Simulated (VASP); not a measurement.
# Al16BH3 in VASP: further runs

The runs below take Al16BH3 through single point, with PBE+D3(BJ).

Program: VASP 6.6.1. These are calculated values, not measurements. Logs are shortened: lines on timing, memory, paths and dates and some standing lists are left out, and cuts for length are marked.

## 1. The cell of the first run

The cell holds a slab with vacuum, 20 atoms: a = 5.632 Å, b = 5.632 Å, c = 25.377 Å, α = 90.00°, β = 90.00°, γ = 90.00°.

## 2. Single point, PBE+D3(BJ)

The input, INCAR:

```
ALGO = Normal
DIPOL = 0.5 0.5 0.473
EDIFF = 1E-7
ENCUT = 520
GGA = PE
IDIPOL = 3
ISIF = 2
ISMEAR = 0
IVDW = 12
LASPH = True
LCHARG = True
LDIPOL = True
LELF = True
LREAL = Auto
LVACPOTAV = True
LVHAR = True
LWAVE = False
NBANDS = 43
NELM = 60
PREC = Accurate
SIGMA = 0.1
```

The input, KPOINTS:

```
k-points
0
Gamma
  4 4 1
```

The input, POSCAR:

```
Al16BH3
1.0
    5.6324246428      0.0000000000      0.0000000000
    0.0000000000      5.6324246428      0.0000000000
    0.0000000000      0.0000000000     25.3774884892
Al B H
16 1 3
Direct
    0.2500000000      0.2500000000      0.3152400208
    0.2500000000      0.7500000000      0.3152400208
    0.7500000000      0.2500000000      0.3152400208
    0.7500000000      0.7500000000      0.3152400208
    0.5000000000      0.5000000000      0.3937096783
    0.5000000000      0.0000000000      0.3937096783
    0.0000000000      0.5000000000      0.3937096783
    0.0000000000      0.0000000000      0.3937096783
    0.7404178949      0.7402147559      0.4683720493
    0.7527996656      0.2347646383      0.4737180357
    0.2350629869      0.7528680892      0.4737473569
    0.2506523414      0.2505067067      0.4657943083
    0.0817379632      0.0810296530      0.5577207824
   -0.0444547183      0.5688997397      0.5570062896
    0.5704087138     -0.0449102526      0.5570526311
    0.4526819243      0.4519804512      0.5516679153
   -0.1236965086     -0.1237028442      0.6174340561
   -0.0711378944     -0.3204765565      0.6350306632
   -0.3193286764     -0.0713062619      0.6355648304
    0.0192692296      0.0173080096      0.6367834370
```

Potentials or basis: VASP PAW PBE potentials, release 64 (Al, B, H).

Started as:

```
cat potpaw_PBE.64/Al/POTCAR potpaw_PBE.64/B/POTCAR potpaw_PBE.64/H/POTCAR > POTCAR
mpirun -np 1 vasp_std > vasp.out
```

OUTCAR:

```text
EDIFF = 1E-7
   ENCUT = 520
   GGA = PE
   ISIF = 2
   ISMEAR = 0
   IVDW = 12
   LASPH = True
   LREAL = Auto
   NELM = 60
   PREC = Accurate
 IVDW          = 12

 ion  position               nearest neighbor table
   1  0.250  0.250  0.315-   2 2.82   3 2.82   2 2.82   3 2.82   7 2.82   8 2.82   5 2.82   6 2.82

   2  0.250  0.750  0.315-   1 2.82   4 2.82   1 2.82   4 2.82   7 2.82   8 2.82   5 2.82   6 2.82

   3  0.750  0.250  0.315-   1 2.82   4 2.82   4 2.82   1 2.82   7 2.82   8 2.82   5 2.82   6 2.82
[... 12 lines left out ...]
                            11 2.85  10 2.85  16 3.12
  10  0.753  0.235  0.474-   9 2.79   8 2.79   6 2.81  12 2.81  15 2.83  12 2.84   9 2.85  16 2.88
                             7 2.88   5 2.90  13 2.95  14 3.05
  11  0.235  0.753  0.474-   9 2.79   8 2.80  12 2.81   7 2.81  14 2.83  12 2.84   9 2.85  16 2.88
                             6 2.88   5 2.89  13 2.95  15 3.06
  12  0.251  0.251  0.466-  13 2.69   5 2.70   6 2.70   7 2.70   8 2.71  16 2.71  11 2.81  10 2.81
                            10 2.84  11 2.84
  13  0.082  0.081  0.558-  20 2.07  17 2.23  12 2.69  14 2.84  15 2.84  11 2.95  10 2.95  16 2.96
                            15 2.97  14 2.97
  14  0.956  0.569  0.557-  18 2.08  17 2.36   9 2.73  11 2.83  13 2.84  16 2.88  16 2.91  13 2.97
                            10 3.05  15 3.07
  15  0.570  0.955  0.557-  19 2.09  17 2.35   9 2.73  10 2.83  13 2.84  16 2.88  16 2.91  13 2.97
                            11 3.06  14 3.07
  16  0.453  0.452  0.552-  12 2.71  10 2.88  11 2.88  15 2.88  14 2.88  14 2.91  15 2.91  13 2.96
                             9 3.12
  17  0.876  0.876  0.617-  19 1.23  18 1.23  20 1.23  13 2.23  15 2.35  14 2.36
  18  0.929  0.680  0.635-  17 1.23  14 2.08
  19  0.681  0.929  0.636-  17 1.23  15 2.09
  20  0.019  0.017  0.637-  17 1.23  13 2.07

  LATTYP: Found a simple tetragonal cell.
 ALAT       =     5.6324246428
 C/A-ratio  =     4.5056063949

  Lattice vectors:

 A1 = (   5.6324246428,   0.0000000000,   0.0000000000)
 A2 = (   0.0000000000,   5.6324246428,   0.0000000000)
 A3 = (   0.0000000000,   0.0000000000,  25.3774884892)

Analysis of symmetry for initial positions (statically):
=====================================================================
 Subroutine PRICEL returns:
 Original cell was already a primitive cell.

 Routine SETGRP: Setting up the symmetry group for a
 simple tetragonal supercell.

 Subroutine GETGRP returns: Found  1 space group operations
 (whereof  1 operations were pure point group operations)
 out of a pool of 16 trial point group operations.

The static configuration has the point symmetry C_1 .

Analysis of symmetry for dynamics (positions and initial velocities):
=====================================================================
 Subroutine PRICEL returns:
 Original cell was already a primitive cell.

 Routine SETGRP: Setting up the symmetry group for a
 simple tetragonal supercell.

 Subroutine GETGRP returns: Found  1 space group operations
 (whereof  1 operations were pure point group operations)
 out of a pool of 16 trial point group operations.

The dynamic configuration has the point symmetry C_1 .

 Subroutine INISYM returns: Found  1 space group operations
 (whereof  1 operations are pure point group operations),
 and found     1 'primitive' translations

----------------------------------------------------------------------------------------

                                     Primitive cell

  volume of cell :     805.0807

  direct lattice vectors                    reciprocal lattice vectors
     5.632424643  0.000000000  0.000000000     0.177543432  0.000000000  0.000000000
     0.000000000  5.632424643  0.000000000     0.000000000  0.177543432  0.000000000
     0.000000000  0.000000000 25.377488489     0.000000000  0.000000000  0.039405003

  length of vectors
     5.632424643  5.632424643 25.377488489     0.177543432  0.177543432  0.039405003

  position of ions in fractional coordinates (direct lattice)
     0.250000000  0.250000000  0.315240021
     0.250000000  0.750000000  0.315240021
     0.750000000  0.250000000  0.315240021
     0.750000000  0.750000000  0.315240021
     0.500000000  0.500000000  0.393709678
     0.500000000  0.000000000  0.393709678
[... 12 lines left out ...]
     0.680671324  0.928693738  0.635564830
     0.019269230  0.017308010  0.636783437

  ion indices of the primitive-cell ions
   primitive index   ion index
                 1           1
                 2           2
                 3           3
                 4           4
                 5           5
                 6           6
[... 12 lines left out ...]
                19          19
                20          20

----------------------------------------------------------------------------------------

 KPOINTS: k-points

Automatic generation of k-mesh.
 Grid dimensions read from file:
 generate k-points for:    4    4    1

 Generating k-lattice:

  Cartesian coordinates                     Fractional coordinates (reciprocal lattice)
     0.044385858  0.000000000  0.000000000     0.250000000  0.000000000  0.000000000
     0.000000000  0.044385858  0.000000000     0.000000000  0.250000000  0.000000000
     0.000000000  0.000000000  0.039405003     0.000000000  0.000000000  1.000000000

  Length of vectors
     0.044385858  0.044385858  0.039405003

  Shift w.r.t. Gamma in fractional coordinates (k-lattice)
     0.000000000  0.000000000  0.000000000

 Subroutine IBZKPT returns following result:
 ===========================================

 Found     10 irreducible k-points:

 Following reciprocal coordinates:
            Coordinates               Weight
  0.000000  0.000000  0.000000      1.000000
  0.250000  0.000000  0.000000      2.000000
  0.000000  0.250000  0.000000      2.000000
  0.500000  0.000000  0.000000      1.000000
  0.000000  0.500000  0.000000      1.000000
  0.250000  0.250000  0.000000      2.000000
 -0.250000  0.250000  0.000000      2.000000
  0.500000  0.250000  0.000000      2.000000
 -0.250000  0.500000  0.000000      2.000000
  0.500000  0.500000  0.000000      1.000000
   k-points           NKPTS =     10   k-points in BZ     NKDIM =     10   number of bands    NBANDS=     43
   number of dos      NEDOS =    301   number of ions     NIONS =     20
   total plane-waves  NPLWV = 338688
   dimension x,y,z NGX =    42 NGY =   42 NGZ =  192
   dimension x,y,z NGXF=    84 NGYF=   84 NGZF=  384
   ions per type =              16   1   3
   NGX,Y,Z   is equivalent  to a cutoff of  12.40, 12.40, 12.58 a.u.
   NGXF,Y,Z  is equivalent  to a cutoff of  24.79, 24.79, 25.16 a.u.
 SYSTEM =  unknown system
   PREC   = accura    normal or accurate (medium, high low for compatibility)
   ISTART =      0    job   : 0-new  1-cont  2-samecut
   ICHARG =      2    charge: 1-file 2-atom 10-const
   ISPIN  =      1    spin polarized calculation?
   LNONCOLLINEAR =      F non collinear calculations
   LSORBIT =      F    spin-orbit coupling
   LASPH  =      T    aspherical Exc in radial PAW
   ENCUT  =  520.0 eV  38.22 Ry    6.18 a.u.  10.47 10.47 47.19*2*pi/ulx,y,z
   NELM   =     60;   NELMIN=  2; NELMDL= -5     # of ELM steps
   EDIFF  = 0.1E-06   stopping-criterion for ELM
   LREAL  =      T    real-space projection
   EDIFFG = 0.1E-05   stopping-criterion for IOM
   NSW    =      0    number of steps for IOM
   IBRION =     -1    ionic relax: 0-MD 1-quasi-New 2-CG
   NFREE  =      0    steps in history (QN), initial steepest desc. (CG)
   ISIF   =      2    stress and relaxation
   ISYM   =      2    0-nonsym 1-usesym 2-fastsym
   POTIM  = 0.5000    time-step for ionic-motion
   TEBEG  =    0.0;   TEEND  =   0.0 temperature during run
   PSTRESS=    0.0 pullay stress
   NELECT =      54.0000    total number of electrons
   NUPDOWN=      -1.0000    fix difference up-down
   EMIN   =  10.00;   EMAX   =-10.00  energy-range for DOS
   EFERMI =   0.00;   METHOD = LEGACY
   ISMEAR =     0;   SIGMA  =   0.10  broadening in eV -4-tet -1-fermi 0-gaus
   EFERMI_NEDOS =   21; number of points for ismear=-14 and -15
   IALGO  =     38    algorithm
   IMIX   =      4    mixing-type and parameters
     AMIX     =   0.40;   BMIX     =  1.00
     AMIX_MAG =   1.60;   BMIX_MAG =  1.00
  volume/ion in A,a.u.               =      40.25       271.65
  Fermi-wavevector in a.u.,A,eV,Ry     =   0.665160  1.256971  6.019736  0.442438
  Thomas-Fermi vector in A             =   1.739070
   LORBIT       =      0    0 simple, 1 ext, 2 COOP (PROOUT), +10 PAW based schemes
   GGA     = PE    functional components
   LHFCALC =     F    Hartree Fock is set to
   AEXX    =    0.0000 exact exchange contribution
   IVDW    =    12    specifies the selected vdW correction
   LEPSILON=     F    determine dielectric tensor
   LRPA    =     F    only Hartree local field effects (RPA)
 non-spin polarized calculation
 Gauss-broadening in eV      SIGMA  =   0.10
  energy-cutoff  :      520.00
  volume of cell :      805.08
 maximum number of plane-waves:     21779
 NGX is ok and might be reduce to    42
   NGX = 21   NGY = 21   NGZ = 95

 dipolmoment           0.000000      0.000000      0.068255 electrons x Angstroem

 number of electron      53.9999999 magnetization

 dipolmoment           0.000000      0.000000     -0.019583 electrons x Angstroem

 Free energy of the ion-electron system (eV)
  ---------------------------------------------------
  ext. energy  EPLUGINS =         0.00000000
  ---------------------------------------------------
  free energy    TOTEN  =       -73.16404730 eV

  energy without entropy =      -73.12928710  energy(sigma->0) =      -73.14666720

 E-fermi :  -0.1100     XC(G=0):  -4.3019

 val. band max:       -0.1222857223   @ k =   0.5000   0.5000   0.0000
 cond. band min:      -0.0795985914   @ k =   0.2500   0.0000   0.0000
 fundamental gap:      0.0426871309
 Fermi energy:        -0.1099892089

 k-point     1 :       0.0000    0.0000    0.0000
  band No.  band energies     occupation
      1     -10.9448      2.00000
      2     -10.4073      2.00000
      3      -9.0388      2.00000
      4      -7.1202      2.00000
      5      -6.5112      2.00000
      6      -6.3619      2.00000
[... 409 lines left out ...]
     38       2.5306      0.00000
     39       2.6320      0.00000
 [bands above 39 left out]

------------------------ aborting loop because EDIFF is reached ----------------------------------------

 Edisp (eV)   -4.28576

 E8    (eV) :    -1.9534

  FORCE on cell =-STRESS in cart. coord.  units (eV):
  Direction    XX          YY          ZZ          XY          YZ          ZX
  --------------------------------------------------------------------------------------
  -------------------------------------------------------------------------------------
  Total      -6.03156    -6.02137     0.24213     0.19852    -0.12129    -0.12004
  in kB     -12.00331   -11.98303     0.48186     0.39506    -0.24138    -0.23889
  external pressure =       -7.83 kB  Pullay stress =        0.00 kB

 VOLUME and BASIS-vectors are now :
 -----------------------------------------------------------------------------
  energy-cutoff  :      520.00
  volume of cell :      805.08
      direct lattice vectors                 reciprocal lattice vectors
     5.632424643  0.000000000  0.000000000     0.177543432  0.000000000  0.000000000
     0.000000000  5.632424643  0.000000000     0.000000000  0.177543432  0.000000000
     0.000000000  0.000000000 25.377488489     0.000000000  0.000000000  0.039405003

 POSITION                                       TOTAL-FORCE (eV/Angst)
 -----------------------------------------------------------------------------------
      1.40811      1.40811      8.00000         0.046776      0.046321     -0.101126
      1.40811      4.22432      8.00000        -0.001705     -0.045417     -0.007773
      4.22432      1.40811      8.00000        -0.045975     -0.000704     -0.008904
      4.22432      4.22432      8.00000         0.060639      0.060189     -0.083016
      2.81621      2.81621      9.99136         0.063265      0.064536      0.024680
      2.81621      0.00000      9.99136         0.028204     -0.004794      0.084306
[... 12 lines left out ...]
      3.83383      5.23080     16.12904        -0.010936      0.005315     -0.002012
      0.10853      0.09749     16.15996         0.006479      0.011417     -0.004178
 -----------------------------------------------------------------------------------
    total drift:                                0.009001      0.005868      0.009446

  FREE ENERGIE OF THE ION-ELECTRON SYSTEM (eV)
  ---------------------------------------------------
  free  energy   TOTEN  =       -77.4498118004 eV

  energy  without entropy=      -77.4150516036  energy(sigma->0) =      -77.43243170

 vacuum level on the upper side and lower side of the slab         4.151         4.262
```

It took 28 min on 1 thread of Intel Xeon 8259CL, shared host; peak memory 0.79 GiB.

What came out:

| Item | Value |
| --- | --- |
| Free energy | -77.4498 eV |
| Largest force | 0.218 eV/Å |
| Band gap on the k mesh | zero (bands 27 and 28 overlap by 0.51 eV) |
| Dispersion energy per atom | -0.214 eV |

Forces in eV/Å, atoms in the order of the input:
```
Al   0.047  0.046 -0.101
Al  -0.002 -0.045 -0.008
Al  -0.046 -0.001 -0.009
Al   0.061  0.060 -0.083
Al   0.063  0.065  0.025
Al   0.028 -0.005  0.084
Al  -0.001  0.029  0.087
Al  -0.153 -0.155  0.012
Al   0.002 -0.001  0.000
Al   0.004  0.005 -0.001
Al   0.005 -0.001  0.002
Al  -0.006  0.000  0.006
Al  -0.002 -0.001  0.004
Al   0.002  0.005 -0.004
Al  -0.006  0.007 -0.005
Al   0.001  0.006  0.003
B    0.002 -0.022 -0.008
H    0.004 -0.009  0.003
H   -0.011  0.005 -0.002
H    0.006  0.011 -0.004
```

## 3. Single point, PBE+D3(BJ)

This run uses another cell than the first one.

The input, INCAR:

```
SYSTEM = Al16BH3
ALGO     = Normal         ! electronic algorithm
DIPOL    = 0.5 0.5 0.467
EDIFF    = 1E-6           ! SCF threshold, eV
ENCUT    = 520            ! plane-wave cutoff, eV
GGA      = PE             ! functional
IDIPOL   = 3            
ISIF     = 2              ! what is computed and relaxed
ISMEAR   = 0              ! smearing method
IVDW     = 12             ! dispersion correction
LASPH    = .True.         ! aspherical terms in the spheres
LCHARG   = .False.        ! write CHGCAR
LDIPOL   = .True.       
LREAL    = Auto         
LWAVE    = .False.        ! write WAVECAR
NBANDS   = 43             ! bands
NELM     = 60             ! most SCF steps
PREC     = Accurate       ! precision mode
SIGMA    = 0.1            ! smearing width, eV
```

The input, KPOINTS:

```
k-points
0
Gamma
  4 4 1
  0 0 0
```

The input, POSCAR:

```
Al16BH3
1.0
    5.6324246428      0.0000000000      0.0000000000
    0.0000000000      5.6324246428      0.0000000000
    0.0000000000      0.0000000000     25.7319884892
Al B H
16 1 3
Direct
    0.2500000000      0.2500000000      0.3108970767
    0.2500000000      0.7500000000      0.3108970767
    0.7500000000      0.2500000000      0.3108970767
    0.7500000000      0.7500000000      0.3108970767
    0.5000000000      0.5000000000      0.3882856870
    0.5000000000      0.0000000000      0.3882856870
    0.0000000000      0.5000000000      0.3882856870
    0.0000000000      0.0000000000      0.3882856870
    0.7591948185      0.7602554717      0.4618789323
    0.7467390053      0.2666319866      0.4673442072
    0.2641505218      0.7470736973      0.4670437351
    0.2496053184      0.2490605762      0.4593671584
    0.0445344363      0.0502423635      0.5439685214
   -0.0709524266      0.5480223842      0.5495136693
    0.5420181350     -0.0674272263      0.5489488075
    0.4163200619      0.4191523183      0.5501789870
    0.6208872587      0.6268055920      0.6088484405
    0.5653786029      0.8236674201      0.6257364900
    0.4768472810      0.4851770824      0.6274205222
    0.8155785123      0.5755994751      0.6272935463
```

Potentials or basis: VASP PAW PBE potentials, release 64 (Al, B, H).

Started as:

```
cat potpaw_PBE.64/Al/POTCAR potpaw_PBE.64/B/POTCAR potpaw_PBE.64/H/POTCAR > POTCAR
mpirun -np 1 vasp_std > vasp.out
```

Wall time 26 min (1 thread of Intel Xeon 8259CL, shared host); peak memory 0.8 GiB.

The run converged. Its results:

* Free energy: -77.4489 eV
* Largest force: 0.217 eV/Å
* Band gap on the k mesh: zero (bands 27 and 28 overlap by 0.51 eV)
* Dispersion energy per atom: -0.214 eV

Forces on the atoms (eV/Å):
```
Al  -0.049 -0.044 -0.099
Al   0.002  0.043 -0.004
Al   0.048 -0.001 -0.009
Al  -0.063 -0.058 -0.082
Al   0.149  0.157  0.004
Al   0.008 -0.027  0.076
Al  -0.028 -0.001  0.082
Al  -0.070 -0.058  0.022
Al  -0.001  0.009 -0.003
Al   0.001 -0.015 -0.012
Al  -0.003 -0.004  0.014
Al  -0.006  0.016 -0.003
Al   0.012 -0.014  0.006
Al  -0.030 -0.006  0.002
Al   0.004 -0.016  0.002
Al   0.016  0.021  0.001
B    0.001  0.007 -0.039
H    0.001  0.000  0.020
H    0.002 -0.006  0.020
H    0.004 -0.005  0.002
```

Levels at points of the mesh, in eV from the Fermi level:
| k point | band 24 | band 25 | band 26 | band 27 | band 28 | band 29 | band 30 | band 31 |
| --- | --- | --- | --- | --- | --- | --- | --- | --- |
| (0.00, 0.00, 0.00) | -1.06 | -0.92 | -0.89 | -0.52 | 0.06 | 0.14 | 0.29 | 0.45 |
| (0.50, 0.00, 0.00) | -0.98 | -0.74 | -0.63 | -0.61 | 0.42 | 0.69 | 0.84 | 1.07 |
| (0.00, 0.50, 0.00) | -0.99 | -0.73 | -0.64 | -0.62 | 0.43 | 0.68 | 0.85 | 1.06 |
| (0.50, 0.50, 0.00) | -0.13 | -0.01 | 0.48 | 0.54 | 1.18 | 1.23 | 1.23 | 1.27 |

The gap in the log of VASP goes by the Fermi energy; the results here count the filled bands.